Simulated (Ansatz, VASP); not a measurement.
**Two plane-wave programs on Ta4O**

The input INCAR:

```
SYSTEM = Ta4O
ALGO     = Normal         ! electronic algorithm
EDIFF    = 1E-6           ! SCF threshold, eV
ENCUT    = 520            ! plane-wave cutoff, eV
GGA      = PS             ! functional
ISIF     = 2              ! what is computed and relaxed
ISMEAR   = 0              ! smearing method
LASPH    = .TRUE.         ! aspherical terms in the spheres
LCHARG   = .FALSE.        ! write CHGCAR
LREAL    = .FALSE.        ! projectors in reciprocal space
LWAVE    = .FALSE.        ! write WAVECAR
NBANDS   = 33             ! bands
NELM     = 80             ! most SCF steps
PREC     = Accurate       ! precision mode
SIGMA    = 0.1            ! smearing width, eV
```

KPOINTS

```
k-points
0
G
  4 4 2
  0 0 0
```

File POSCAR:

```
Ta4O
1.0
    3.2574970000      0.0000000000      0.0000000000
    0.0000000000      3.2574970000      0.0000000000
    0.0000000000      0.0000000000      7.4093410000
Ta O
4 1
Direct
    0.0000000000      0.0000000000      0.5000000000
    0.5000000000      0.5000000000      0.7831580000
    0.5000000000      0.5000000000      0.2168420000
    0.0000000000      0.0000000000      0.0000000000
    0.5000000000      0.5000000000      0.5000000000
```

Input for Ansatz:

```yaml
crystal:
  lattice:
    - [3.257497, 0.0, 0.0]
    - [0.0, 3.257497, 0.0]
    - [0.0, 0.0, 7.409341]
  atoms:
    - { symbol: Ta, position: [0.0, 0.0, 0.5] }
    - { symbol: Ta, position: [0.5, 0.5, 0.783158] }
    - { symbol: Ta, position: [0.5, 0.5, 0.216842] }
    - { symbol: Ta, position: [0.0, 0.0, 0.0] }
    - { symbol: O, position: [0.5, 0.5, 0.5] }
basis:
  ecutwfc: 420
kpoints:
  mp_grid: { grid: [4, 4, 2] }
hamiltonian:
  xc: pbesol
scf:
  occupations: { method: gaussian, width: 0.1 }
output:
  forces: true
  stress: true
  eigenvalues: true
```

Alike in both runs: task single point; functional PBEsol; k mesh 4 × 4 × 2; occupations gaussian, width 0.1 eV; no spin polarisation.

```csv
,VASP,Ansatz
version,VASP 6.6.1,Ansatz 0.2.0
potentials or method,"VASP PAW PBE potentials, release 64 (Ta_pv, O), cutoff 520 eV","scalar-relativistic, plane waves, PAW"
valence electrons in the cell,50,58
```

```csv
,VASP,Ansatz,Ansatz less VASP
gap on the k mesh at the Fermi level (eV),none,none,-
pressure (GPa),-8.0,-8.3,-0.29
"traceless stress, the component that is largest in VASP (GPa)",-1.20,-1.32,-0.123
rms of the force components (eV/Å),0.106,0.119,+0.0135
```

VASP's potentials were made for PBE, not for PBEsol. Atom by atom the forces differ by 0.014 eV/Å (rms over components). A gap of «none» marks a metal or a gap that the smearing closes. With one functional, cell and mesh, what is left measures potentials, basis and numerics. VASP's potentials hold 50 valence electrons a cell and Ansatz's 58, so a difference there can come from the potentials and not from the codes.

The k mesh is coarse, so the values compare programs but aren't converged. Neither program's run includes spin-orbit coupling.
